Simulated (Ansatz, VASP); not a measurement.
# InAs3: VASP beside Ansatz

The input INCAR:

```
  ALGO = Normal
  EDIFF = 1E-6
  EDIFFG = -0.01
  ENCUT = 600
  GGA = PE
  IBRION = 2
  ISIF = 3
  ISMEAR = 0
  LASPH = True
  LCHARG = False
  LREAL = False
  LWAVE = False
  NELM = 80
  NSW = 100
  PREC = Accurate
  SIGMA = 0.1
```

Contents of KPOINTS:

```
k-points
0
Gamma
  10 10 12
```

The input POSCAR:

```
InAs3
1.0
    4.4482223526      0.0000000000      0.0000000000
    0.0000000000      4.4482223526      0.0000000000
    0.0000000000      0.0000000000      4.3108067486
In As
1 3
Direct
    0.0000000000      0.0000000000      0.0000000000
    0.5000000000      0.5000000000      0.0000000000
    0.0000000000      0.5000000000      0.5000000000
    0.5000000000      0.0000000000      0.5000000000
```

Input for Ansatz:

```yaml
crystal:
  lattice:
    - [4.4482223526, 0.0, 0.0]
    - [0.0, 4.4482223526, 0.0]
    - [0.0, 0.0, 4.3108067486]
  atoms:
    - { symbol: In, position: [0.0, 0.0, 0.0] }
    - { symbol: As, position: [0.5, 0.5, 0.0] }
    - { symbol: As, position: [0.0, 0.5, 0.5] }
    - { symbol: As, position: [0.5, 0.0, 0.5] }
basis:
  ecutwfc: 420
kpoints:
  mp_grid: { grid: [10, 10, 12] }
hamiltonian:
  xc: pbe
scf:
  occupations: { method: gaussian, width: 0.1 }
output:
  forces: true
  stress: true
  eigenvalues: true
relax:
  adjacent_minimum: "off"
  f_tol: 0.01
  max_steps: 80
  cell: { stress_tol: 0.05 }
```

Change from the starting cell: species swapped into the Zr3Ag type (P4/mmm, No. 123).

Alike in both runs: task relaxation of cell and atoms; functional PBE; k mesh 10 × 10 × 12; occupations gaussian, width 0.1 eV; no spin polarisation.

```csv
,VASP,Ansatz
version,VASP 6.6.1,Ansatz 0.2.0
potentials or method,"VASP PAW PBE potentials, release 64 (In_d, As), cutoff 600 eV","scalar-relativistic, plane waves, PAW"
valence electrons in the cell,28,58
```

Ansatz gave:

* gap on the k mesh at the Fermi level, each at its own relaxed structure (eV): none
* relaxed volume (Å³/atom): 21.26
* relaxed length of the cell vector where the two differ most in proportion (Å): 4.303

Task: Estimate VASP's values.

Result: gap on the k mesh at the Fermi level, each at its own relaxed structure (eV): none; relaxed volume (Å³/atom): 21.26; relaxed length of the cell vector where the two differ most in proportion (Å): 4.306.

A gap of «none» marks a metal or a gap that the smearing closes. VASP's potentials hold 28 valence electrons a cell and Ansatz's 58, so a difference there can come from the potentials and not from the codes.
